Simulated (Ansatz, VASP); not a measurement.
## Two plane-wave programs on Sn

```
Sn
1.0
     3.38236    0.00000    0.00000
    -1.69118    2.92921    0.00000
     0.00000    0.00000    5.54775
Sn
2
Direct
  0.33333 0.66667 0.75000
  0.66667 0.33333 0.25000
```

Alike in both runs: functional PBE; k mesh 6 × 6 × 4; occupations gaussian, width 0.05 eV; no spin polarisation.

Ansatz relaxed the structure, and its values are those at the end. VASP's run is a single point on that final structure, the one shown.

|  | VASP | Ansatz |
| --- | --- | --- |
| version | VASP 6.6.1 | Ansatz 0.2.0 |
| potentials or method | VASP PAW PBE potentials, release 64 (Sn_d), cutoff 500 eV | scalar-relativistic, plane waves, PAW |
| valence electrons in the cell | 28 | 28 |

Ansatz gave:

* gap on the k mesh at the Fermi level (eV): none
* pressure (GPa): 0.0

What did VASP give for the same quantities?

gap on the k mesh at the Fermi level (eV): none; pressure (GPa): -0.1.

A gap of «none» marks a metal or a gap that the smearing closes.
